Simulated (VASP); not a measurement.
Wanted: the native input for a VASP 6.6.1 run.

```
Task                   : single point
Functional             : PBE
Dispersion             : D3(BJ)
Potentials or basis    : VASP PAW PBE potentials, release 64 (Si, C)
Cutoff                 : 520 eV
k mesh                 : 2 × 2 × 2
Occupations            : gaussian, width 0.05 eV
Spin                   : collinear spin
Starting moments       : [0.0, 0.0, 0.0, 0.0, 0.0, 0.0, 0.0, 0.0, 0.0, 0.0, 0.0, 0.0, 0.0, 0.0, 0.0, 0.0, 1.0] μB
Dipole correction      : no
Further INCAR settings : LREAL = Auto; ALGO = Normal; EDIFF = 1e-07; NBANDS = 52
```

The structure of Si16C (a cell with a defect) lies in POSCAR:

```
Si16C
1.0
    0.0000000000      5.4300000000      5.4300000000
    5.4300000000      0.0000000000      5.4300000000
    5.4300000000      5.4300000000      0.0000000000
Si C
16 1
Direct
    0.0162806295     -0.0063343419     -0.0234311276
    0.1074659227      0.1191567468      0.1343875977
   -0.0320939820     -0.0487086218      0.4996995199
    0.1372601447      0.0921781517      0.6004914217
    0.0018209045      0.4922393574      0.0100526091
    0.1271282632      0.6194560886      0.1322067865
    0.0349303072      0.4628975101      0.5053008970
    0.1514426808      0.5907476006      0.6376764284
    0.4765479748     -0.0124273631      0.0411953621
    0.6428437225      0.1512212646      0.0687047015
    0.4957722219      0.0594411133      0.4309555882
    0.6144636018      0.1138132563      0.6789286283
    0.4996967695      0.5171252419     -0.0004689070
    0.6271939696      0.6138562331      0.1487891481
    0.5231700711      0.4969869227      0.5226959747
    0.6674951715      0.6477035136      0.6358280546
    0.7065784268      0.9083311261      0.5512238170
```

One way to write it, as run:

INCAR

```
SYSTEM = Si16C
PREC = Accurate ; ENCUT = 520
EDIFF = 1E-7 ; ISMEAR = 0
SIGMA = 0.05 ; LREAL = Auto
LASPH = .True. ; NELM = 150
ALGO = Normal ; ISIF = 2
LWAVE = .False. ; LCHARG = .False.
ISPIN = 2 ; MAGMOM = 0 0 0 0 0 0 0 0 0 0 0 0 0 0 0 0 1
LORBIT = 11 ; GGA = PE
IVDW = 12 ; NBANDS = 52
```

KPOINTS

```
regular mesh
0
Gamma
  2 2 2
  0 0 0
```

Potentials or basis: VASP PAW PBE potentials, release 64 (Si, C).

The run is started by

```console
$ cat potpaw_PBE.64/Si/POTCAR potpaw_PBE.64/C/POTCAR > POTCAR
$ mpirun -np 1 vasp_std > vasp.out
```

Results of the run:

```yaml
Pressure: 0.1 GPa
Largest_force: 0.011 eV/Å
Band_gap_on_the_k_mesh: 0.26 eV
Net_moment: 0.00 μB per cell
Valence_electrons_inside_the_program's_atomic_spheres: Si 1.68, 1.70, 1.65, 1.67, 1.69, 1.72, 1.64 (each value once); C 2.45
Dispersion_energy_per_atom: -0.311 eV
```

Caveat: the k points lie up to 0.50 Å⁻¹ apart; semilocal functionals underestimate gaps, and a narrow one can read as zero.

Run time: 24 min on 1 thread of Oxide Virtual Turin-like Processor, with other jobs on the host, peak memory 0.68 GiB.
